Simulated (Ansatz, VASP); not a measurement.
## Si in VASP and in Ansatz

Contents of INCAR:

```
SYSTEM = Si
PREC = Accurate
ENCUT = 500
EDIFF = 1E-6
ISMEAR = -1
SIGMA = 0.02
LREAL = .False.
LASPH = .True.
NELM = 120
ALGO = Normal
ISIF = 2
LWAVE = .False.
LCHARG = .False.
GGA = PE
NBANDS = 16
GGA_COMPAT = .False.
```

File KPOINTS:

```
Automatic mesh
0
Gamma
  10 10 5
  0 0 0
```

File POSCAR:

```
Si
1.0
    3.7926146380      0.0000000000      0.0000000000
   -1.8963073191      3.2845006233      0.0000000000
    0.0000000000      0.0000000000      6.2686517478
Si
4
Direct
    0.3333333300      0.6666666700      0.0630095000
    0.6666666700      0.3333333300      0.5630095000
    0.3333333300      0.6666666700      0.4369905000
    0.6666666700      0.3333333300      0.9369905000
```

Input for Ansatz:

```yaml
crystal:
  lattice:
    - [3.792614638, 0.0, 0.0]
    - [-1.8963073191, 3.2845006233, 0.0]
    - [0.0, 0.0, 6.2686517478]
  atoms:
    - { symbol: Si, position: [0.33333333, 0.66666667, 0.0630095] }
    - { symbol: Si, position: [0.66666667, 0.33333333, 0.5630095] }
    - { symbol: Si, position: [0.33333333, 0.66666667, 0.4369905] }
    - { symbol: Si, position: [0.66666667, 0.33333333, 0.9369905] }
hamiltonian:
  xc: pbe
  pseudopotentials:
    kind: all_electron
    lapw: { basis_error: 0.0001, muffin_tin_radii: { Si: 1.095 } }
kpoints:
  mp_grid: { grid: [10, 10, 5] }
scf:
  occupations: { method: fermi_dirac, width: 0.02 }
  convergence: { dr2_threshold: 1.0e-09 }
output:
  eigenvalues: true
```

Alike in both runs: task single point; functional PBE; k mesh 10 × 10 × 5; occupations fermi-dirac, width 0.02 eV; no spin polarisation.

|  | VASP | Ansatz |
| --- | --- | --- |
| version | VASP 6.6.1 | Ansatz 0.2.0 |
| potentials or method | VASP PAW PBE potentials, release 64 (Si), cutoff 500 eV | all-electron LAPW, scalar-relativistic |

|  | VASP | Ansatz | Ansatz less VASP |
| --- | --- | --- | --- |
| gap on the k mesh at the Fermi level (eV) | 0.35 | 0.35 | +0.001 |
| least direct gap on the mesh (eV) | 1.11 | 1.11 | -0.005 |

Ansatz ran all-electron here, and VASP with PAW potentials.
